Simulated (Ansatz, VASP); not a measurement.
# One calculation of K, two programs

The input INCAR:

```
PREC = Accurate ; ENCUT = 520
EDIFF = 1E-8 ; ISMEAR = -1
SIGMA = 0.08 ; LREAL = False
LASPH = True ; NELM = 80
ALGO = Normal ; ISIF = 2
LWAVE = False ; LCHARG = False
GGA = PS ; LEFG = True
NBANDS = 10
```

File KPOINTS:

```
regular mesh
0
Gamma
  10 10 10
```

POSCAR

```
K
1.0
   -2.6266977383      2.6266977383      2.6266977383
    2.6266977383     -2.6266977383      2.6266977383
    2.6266977383      2.6266977383     -2.6266977383
K
1
Direct
    0.0000000000      0.0000000000      0.0000000000
```

Input for Ansatz:

```yaml
crystal:
  lattice:
    - [-2.6266977383, 2.6266977383, 2.6266977383]
    - [2.6266977383, -2.6266977383, 2.6266977383]
    - [2.6266977383, 2.6266977383, -2.6266977383]
  atoms:
    - { symbol: K, position: [0.0, 0.0, 0.0] }
kpoints:
  mp_grid: { grid: [10, 10, 10] }
scf:
  occupations: { method: fermi_dirac, width: 0.08 }
hamiltonian:
  xc: pbesol
  pseudopotentials: { kind: all_electron, datasets: crystal }
output:
  forces: true
  stress: true
  eigenvalues: true
  efg: { contact_densities: true }
```

Change from the starting cell: volume scaled by 1.01, crystal datasets.

Alike in both runs: task electric field gradients; functional PBEsol; k mesh 10 × 10 × 10; occupations fermi-dirac, width 0.08 eV; no spin polarisation.

|  | VASP | Ansatz |
| --- | --- | --- |
| version | VASP 6.6.1 | Ansatz 0.2.0 |
| potentials or method | VASP PAW PBE potentials, release 64 (K_sv), cutoff 520 eV | all-electron PAW with datasets made for the crystal, scalar-relativistic |

|  | VASP | Ansatz | Ansatz less VASP |
| --- | --- | --- | --- |
| pressure (GPa) | -0.1 | -0.1 | +0.01 |

VASP's potentials were made for PBE, not for PBEsol. Ansatz ran all-electron here, and VASP with PAW potentials.
